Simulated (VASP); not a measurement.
# AgCl (P-1) in VASP: further runs

AgCl is run at these levels: PBEsol; tasks: single point.

Program: VASP 6.6.1. These are calculated values, not measurements. Logs are shortened: lines on timing, memory, paths and dates and some standing lists are left out, and cuts for length are marked.

## (1) The cell of the first run

The typed cell holds 2 atoms: a = 3.351 Å, b = 3.332 Å, c = 3.353 Å, α = 93.13°, β = 102.55°, γ = 89.83°.

## (2) Single point, PBEsol (engineering shear strain xz -0.2200, engineering shear strain yz -0.0550)

INCAR reads:

```
ALGO = Normal
EDIFF = 1E-7
ENCUT = 520
GGA = PS
ISIF = 2
ISMEAR = 0
LASPH = T
LCHARG = T
LELF = T
LREAL = F
LVHAR = T
LWAVE = F
NBANDS = 16
NELM = 80
PREC = Accurate
SIGMA = 0.05
```

KPOINTS reads:

```
k-points
0
Gamma
  10 10 10
```

POSCAR reads:

```
AgCl
1.0
    3.3311591989      0.0000000000     -0.3664275119
    0.0000000000      3.3311591989     -0.0916068780
   -0.3664275119     -0.0916068780      3.3311591989
Ag Cl
1 1
Direct
    0.0000000000      0.0000000000      0.0000000000
    0.5000000000      0.5000000000      0.5000000000
```

Potentials or basis: VASP PAW PBE potentials, release 64 (Ag, Cl).

Command:

```
cat potpaw_PBE.64/Ag/POTCAR potpaw_PBE.64/Cl/POTCAR > POTCAR
mpirun -np 1 vasp_std > vasp.out
```

OUTCAR:

```text
EDIFF = 1E-7
   ENCUT = 520
   GGA = PS
   ISIF = 2
   ISMEAR = 0
   LASPH = T
   LREAL = F
   NELM = 80
   PREC = Accurate

 ion  position               nearest neighbor table
   1  0.000  0.000  0.000-   2 2.62   2 2.62   2 2.73   2 2.73   2 3.05   2 3.05
   2  0.500  0.500  0.500-   1 2.62   1 2.62   1 2.73   1 2.73   1 3.05   1 3.05

  LATTYP: Found a triclinic cell.
 ALAT       =     3.3525039224
 B/A-ratio  =     0.9996266049
 C/A-ratio  =     0.9940088461
 COS(alpha) =     0.0030057269
 COS(beta)  =     0.0546291732
 COS(gamma) =     0.2172886603

  Lattice vectors:

 A1 = (  -0.3664275119,  -0.0916068780,   3.3311591989)
 A2 = (  -3.3311591989,   0.0000000000,   0.3664275119)
 A3 = (   0.0000000000,  -3.3311591989,   0.0916068780)

Analysis of symmetry for initial positions (statically):
=====================================================================
 Subroutine PRICEL returns:
 Original cell was already a primitive cell.

 Routine SETGRP: Setting up the symmetry group for a
 triclinic supercell.

 Subroutine GETGRP returns: Found  2 space group operations
 (whereof  2 operations were pure point group operations)
 out of a pool of  2 trial point group operations.

The static configuration has the point symmetry S_2 .

Analysis of symmetry for dynamics (positions and initial velocities):
=====================================================================
 Subroutine PRICEL returns:
 Original cell was already a primitive cell.

 Routine SETGRP: Setting up the symmetry group for a
 triclinic supercell.

 Subroutine GETGRP returns: Found  2 space group operations
 (whereof  2 operations were pure point group operations)
 out of a pool of  2 trial point group operations.

The dynamic configuration has the point symmetry S_2 .

 Subroutine INISYM returns: Found  2 space group operations
 (whereof  2 operations are pure point group operations),
 and found     1 'primitive' translations

----------------------------------------------------------------------------------------

                                     Primitive cell

  volume of cell :      36.4894

  direct lattice vectors                    reciprocal lattice vectors
     3.331159199  0.000000000 -0.366427512     0.303875476  0.000919919  0.033451600
     0.000000000  3.331159199 -0.091606878     0.000919919  0.300425780  0.008362900
    -0.366427512 -0.091606878  3.331159199     0.033451600  0.008362900  0.304105456

  length of vectors
     3.351252114  3.332418555  3.352503922     0.305712546  0.300543563  0.306054041

  position of ions in fractional coordinates (direct lattice)
     0.000000000  0.000000000  0.000000000
     0.500000000  0.500000000  0.500000000

  ion indices of the primitive-cell ions
   primitive index   ion index
                 1           1
                 2           2

----------------------------------------------------------------------------------------

 KPOINTS: k-points

Automatic generation of k-mesh.
 Grid dimensions read from file:
 generate k-points for:   10   10   10

 Generating k-lattice:

  Cartesian coordinates                     Fractional coordinates (reciprocal lattice)
     0.030387548  0.000091992  0.003345160     0.100000000  0.000000000 -0.000000000
     0.000091992  0.030042578  0.000836290     0.000000000  0.100000000  0.000000000
     0.003345160  0.000836290  0.030410546     0.000000000  0.000000000  0.100000000

  Length of vectors
     0.030571255  0.030054356  0.030605404

  Shift w.r.t. Gamma in fractional coordinates (k-lattice)
     0.000000000  0.000000000  0.000000000

 Subroutine IBZKPT returns following result:
 ===========================================

 Found    504 irreducible k-points:

 Following reciprocal coordinates:
            Coordinates               Weight
  0.000000  0.000000  0.000000      1.000000
  0.100000  0.000000  0.000000      2.000000
  0.200000  0.000000  0.000000      2.000000
  0.300000  0.000000  0.000000      2.000000
  0.400000  0.000000  0.000000      2.000000
  0.500000  0.000000  0.000000      1.000000
[... 16 lines left out ...]
 -0.400000  0.200000 -0.000000      2.000000
 -0.300000  0.200000 -0.000000      2.000000
 [... further k-points ...]
   k-points           NKPTS =    504   k-points in BZ     NKDIM =    504   number of bands    NBANDS=     16
   number of dos      NEDOS =    301   number of ions     NIONS =      2
   total plane-waves  NPLWV =  21952
   dimension x,y,z NGX =    28 NGY =   28 NGZ =   28
   dimension x,y,z NGXF=    56 NGYF=   56 NGZF=   56
   ions per type =               1   1
   NGX,Y,Z   is equivalent  to a cutoff of  13.89, 13.97, 13.88 a.u.
   NGXF,Y,Z  is equivalent  to a cutoff of  27.78, 27.94, 27.77 a.u.
 SYSTEM =  unknown system
   PREC   = accura    normal or accurate (medium, high low for compatibility)
   ISTART =      0    job   : 0-new  1-cont  2-samecut
   ICHARG =      2    charge: 1-file 2-atom 10-const
   ISPIN  =      1    spin polarized calculation?
   LNONCOLLINEAR =      F non collinear calculations
   LSORBIT =      F    spin-orbit coupling
   LASPH  =      T    aspherical Exc in radial PAW
   ENCUT  =  520.0 eV  38.22 Ry    6.18 a.u.   6.23  6.20  6.23*2*pi/ulx,y,z
   NELM   =     80;   NELMIN=  2; NELMDL= -5     # of ELM steps
   EDIFF  = 0.1E-06   stopping-criterion for ELM
   LREAL  =      F    real-space projection
   EDIFFG = 0.1E-05   stopping-criterion for IOM
   NSW    =      0    number of steps for IOM
   IBRION =     -1    ionic relax: 0-MD 1-quasi-New 2-CG
   NFREE  =      0    steps in history (QN), initial steepest desc. (CG)
   ISIF   =      2    stress and relaxation
   ISYM   =      2    0-nonsym 1-usesym 2-fastsym
   POTIM  = 0.5000    time-step for ionic-motion
   TEBEG  =    0.0;   TEEND  =   0.0 temperature during run
   PSTRESS=    0.0 pullay stress
   NELECT =      18.0000    total number of electrons
   NUPDOWN=      -1.0000    fix difference up-down
   EMIN   =  10.00;   EMAX   =-10.00  energy-range for DOS
   EFERMI =   0.00;   METHOD = LEGACY
   ISMEAR =     0;   SIGMA  =   0.05  broadening in eV -4-tet -1-fermi 0-gaus
   EFERMI_NEDOS =   21; number of points for ismear=-14 and -15
   IALGO  =     38    algorithm
   IMIX   =      4    mixing-type and parameters
     AMIX     =   0.40;   BMIX     =  1.00
     AMIX_MAG =   1.60;   BMIX_MAG =  1.00
  volume/ion in A,a.u.               =      18.24       123.12
  Fermi-wavevector in a.u.,A,eV,Ry     =   1.293531  2.444419 22.765570  1.673222
  Thomas-Fermi vector in A             =   2.425171
   LORBIT       =      0    0 simple, 1 ext, 2 COOP (PROOUT), +10 PAW based schemes
   GGA     = PS    functional components
   LHFCALC =     F    Hartree Fock is set to
   AEXX    =    0.0000 exact exchange contribution
   IVDW    =     0    specifies the selected vdW correction
   LEPSILON=     F    determine dielectric tensor
   LRPA    =     F    only Hartree local field effects (RPA)
 non-spin polarized calculation
 Gauss-broadening in eV      SIGMA  =   0.05
  energy-cutoff  :      520.00
  volume of cell :       36.49
 maximum number of plane-waves:       995
 NGX is ok and might be reduce to    28
   NGX = 13   NGY = 13   NGZ = 13

 number of electron      18.0000003 magnetization

 Free energy of the ion-electron system (eV)
  ---------------------------------------------------
  ext. energy  EPLUGINS =         0.00000000
  ---------------------------------------------------
  free energy    TOTEN  =        -5.86218166 eV

  energy without entropy =       -5.86210707  energy(sigma->0) =       -5.86214436

 E-fermi :   5.9380     XC(G=0): -11.1485

 val. band max:        5.9004724457   @ k =  -0.1000   0.5000   0.1000
 cond. band min:       5.9454334882   @ k =   0.0000   0.5000  -0.0000
 fundamental gap:      0.0449610425
 Fermi energy:         5.9380174371

 k-point     1 :       0.0000    0.0000    0.0000
  band No.  band energies     occupation
      1     -10.2131      2.00000
      2       1.8704      2.00000
      3       2.0071      2.00000
      4       2.7084      2.00000
      5       2.8246      2.00000
      6       2.9322      2.00000
[... 8 lines left out ...]
     15      19.9915      0.00000
     16      21.1859      0.00000

 k-point     2 :       0.1000    0.0000    0.0000
  band No.  band energies     occupation
      1     -10.1585      2.00000
      2       1.7100      2.00000
      3       1.9290      2.00000
      4       2.3438      2.00000
      5       2.6226      2.00000
      6       2.8103      2.00000
[... 8 lines left out ...]
     15      20.4016      0.00000
     16      21.0583      0.00000

 k-point     3 :       0.2000    0.0000    0.0000
  band No.  band energies     occupation
      1     -10.0096      2.00000
      2       0.9144      2.00000
      3       1.7605      2.00000
      4       1.9911      2.00000
      5       2.4370      2.00000
      6       2.8612      2.00000
[... 8 lines left out ...]
     15      19.8249      0.00000
     16      21.1531      0.00000

 k-point     4 :       0.3000    0.0000    0.0000
  band No.  band energies     occupation
      1      -9.8114      2.00000
      2      -0.0022      2.00000
      3       1.4754      2.00000
      4       1.7781      2.00000
      5       2.3932      2.00000
      6       3.0759      2.00000
[... 8 lines left out ...]
     15      20.2668      0.00000
     16      20.8481      0.00000
[... 324 lines left out ...]
 k-point    22 :       0.5000    0.2000    0.0000
  band No.  band energies     occupation
      1      -9.4599      2.00000
      2      -0.4677      2.00000
      3       1.1480      2.00000
      4       1.6876      2.00000
      5       2.5516      2.00000
      6       2.8897      2.00000
[... 8 lines left out ...]
     15      19.3641      0.00000
     16      21.8310      0.00000

 k-point    23 :      -0.4000    0.2000   -0.0000
  band No.  band energies     occupation
      1      -9.5257      2.00000
      2      -0.2410      2.00000
      3       1.2131      2.00000
      4       1.7224      2.00000
      5       2.5253      2.00000
      6       2.8831      2.00000
[... 8 lines left out ...]
     15      19.1958      0.00000
     16      21.6185      0.00000

 k-point    24 :      -0.3000    0.2000   -0.0000
  band No.  band energies     occupation
      1      -9.6762      2.00000
      2       0.2624      2.00000
      3       1.2762      2.00000
      4       1.8361      2.00000
      5       2.5637      2.00000
      6       2.8919      2.00000
[... 8 lines left out ...]
     15      19.2106      0.00000
     16      20.7897      0.00000

 [... further k-points ...]
[... 5 lines left out ...]
  --------------------------------------------------------------------------------------
  -------------------------------------------------------------------------------------
  Total        0.5485060      0.6509519      0.5422253      0.0793970     -0.0483741     -0.1524366
  in kB       24.0838212     28.5820215     23.8080485      3.4861672     -2.1240112     -6.6931906
  external PRESSURE =      25.4912971 kB  Pullay stress =       0.0000000 kB

 VOLUME and BASIS-vectors are now :
 -----------------------------------------------------------------------------
  energy-cutoff  :      520.00
  volume of cell :       36.49
      direct lattice vectors                 reciprocal lattice vectors
     3.331159199  0.000000000 -0.366427512     0.303875476  0.000919919  0.033451600
     0.000000000  3.331159199 -0.091606878     0.000919919  0.300425780  0.008362900
    -0.366427512 -0.091606878  3.331159199     0.033451600  0.008362900  0.304105456

 POSITION                                       TOTAL-FORCE (eV/Angst)
 -----------------------------------------------------------------------------------
      0.00000      0.00000      0.00000        -0.000000     -0.000000     -0.000000
      1.48237      1.61978      1.43656         0.000000      0.000000      0.000000
 -----------------------------------------------------------------------------------
    total drift:                               -0.000000      0.000000      0.000000

  FREE ENERGIE OF THE ION-ELECTRON SYSTEM (eV)
  ---------------------------------------------------
  free  energy   TOTEN  =        -5.8621816573 eV

  energy  without entropy=       -5.8621070672  energy(sigma->0) =       -5.86214436
```

Wall time 1.8 min (1 thread of Intel Xeon 6975P-C (Granite Rapids), shared host); peak memory 0.39 GiB.

What came out:

```yaml
Free_energy: -5.8622 eV
Pressure: 2.5 GPa
Band_gap_on_the_k_mesh: zero (band 9 reaches 5.95 eV, above the bottom of band 10 at 5.90 eV)
```

Levels at points of the mesh, in eV from the Fermi level:
| k point | band 5 | band 6 | band 7 | band 8 | band 9 | band 10 | band 11 | band 12 | band 13 | band 14 |
| --- | --- | --- | --- | --- | --- | --- | --- | --- | --- | --- |
| (0.00, 0.00, 0.00) | -3.11 | -3.01 | -2.80 | -2.77 | -2.21 | -0.04 | 8.53 | 8.77 | 11.79 | 13.42 |
| (0.50, 0.00, 0.00) | -3.51 | -2.87 | -2.30 | -1.05 | -0.43 | 3.73 | 5.66 | 7.38 | 9.03 | 10.76 |
| (0.00, 0.50, 0.00) | -3.30 | -3.06 | -2.28 | -1.54 | 0.01 | 4.12 | 5.48 | 8.33 | 8.88 | 9.97 |
| (0.50, 0.50, 0.00) | -3.36 | -3.16 | -2.92 | -2.50 | -2.16 | 1.81 | 8.06 | 9.00 | 9.19 | 12.33 |
| (0.00, 0.00, 0.50) | -3.51 | -2.85 | -2.30 | -1.01 | -0.48 | 3.71 | 5.67 | 7.28 | 9.15 | 10.74 |
| (0.50, 0.00, 0.50) | -3.33 | -3.20 | -3.05 | -2.57 | -2.15 | 2.12 | 7.27 | 9.65 | 9.76 | 12.31 |
| (0.00, 0.50, 0.50) | -3.37 | -3.16 | -2.93 | -2.50 | -2.16 | 1.83 | 7.97 | 9.08 | 9.24 | 12.25 |
| (0.50, 0.50, 0.50) | -2.54 | -2.48 | -1.42 | -1.03 | -0.27 | 2.60 | 3.75 | 4.83 | 6.99 | 15.89 |

Caveat: the cell differs from its parent crystal (engineering shear strain xz -0.2200, engineering shear strain yz -0.0550); the PAW data sets were made with another functional, which shifts forces and pressure a little.

## (3) Single point, PBEsol (engineering shear strain xz -0.2200, engineering shear strain yz -0.1650)

INCAR reads:

```
PREC = Accurate
ENCUT = 520
EDIFF = 1E-7
ISMEAR = 0
SIGMA = 0.05
LREAL = False
LASPH = True
NELM = 80
ALGO = Normal
ISIF = 2
LWAVE = False
LCHARG = False
GGA = PS
NBANDS = 16
```

KPOINTS reads:

```
Automatic mesh
0
Gamma
  10 10 10
```

POSCAR reads:

```
AgCl
1.0
    3.3311591989      0.0000000000     -0.3664275119
    0.0000000000      3.3311591989     -0.2748206339
   -0.3664275119     -0.2748206339      3.3311591989
Ag Cl
1 1
Direct
    0.0000000000      0.0000000000      0.0000000000
    0.5000000000      0.5000000000      0.5000000000
```

Potentials or basis: VASP PAW PBE potentials, release 64 (Ag, Cl).

Command:

```
cat potpaw_PBE.64/Ag/POTCAR potpaw_PBE.64/Cl/POTCAR > POTCAR
mpirun -np 1 vasp_std > vasp.out
```

Wall time 1.7 min (1 thread of Intel Xeon 6975P-C (Granite Rapids), shared host); peak memory 0.39 GiB.

Results (log left out):

```
Free energy            : -5.8608 eV
Pressure               : 4.1 GPa
Band gap on the k mesh : 0.15 eV, indirect (least direct gap 2.34 eV)
```

Stress tensor (GPa, compression positive):
```
4.14 1.35 0.20
1.35 4.42 0.10
0.20 0.10 3.78
```

Levels at points of the mesh, in eV from the valence-band top:
```
           k point  band 5  band 6  band 7  band 8  band 9  band 10  band 11  band 12  band 13  band 14
(0.00, 0.00, 0.00)   -3.26   -2.96   -2.80   -2.69   -2.18     0.15     8.72     8.92    11.78    12.91
(0.50, 0.00, 0.00)   -3.33   -3.00   -2.26   -1.19   -0.16     3.83     5.92     7.58     9.16    11.00
(0.00, 0.50, 0.00)   -3.25   -3.08   -2.27   -1.37    0.00     4.00     5.84     7.94     9.18    10.63
(0.50, 0.50, 0.00)   -3.33   -3.18   -2.85   -2.49   -2.27     1.86     8.42     8.87     8.90    12.99
(0.00, 0.00, 0.50)   -3.37   -2.85   -2.25   -0.94   -0.48     3.62     6.04     6.92    10.00    10.80
(0.50, 0.00, 0.50)   -3.37   -3.18   -2.94   -2.56   -2.23     2.17     7.43     9.46     9.74    12.48
(0.00, 0.50, 0.50)   -3.39   -3.15   -2.89   -2.53   -2.23     2.03     7.70     9.29     9.50    12.35
(0.50, 0.50, 0.50)   -2.55   -2.50   -1.48   -0.89   -0.15     2.60     3.61     5.41     7.39    15.55
```

Caveat: the cell differs from its parent crystal (engineering shear strain xz -0.2200, engineering shear strain yz -0.1650); the PAW data sets were made with another functional, which shifts forces and pressure a little. A k mesh can miss the band edges.
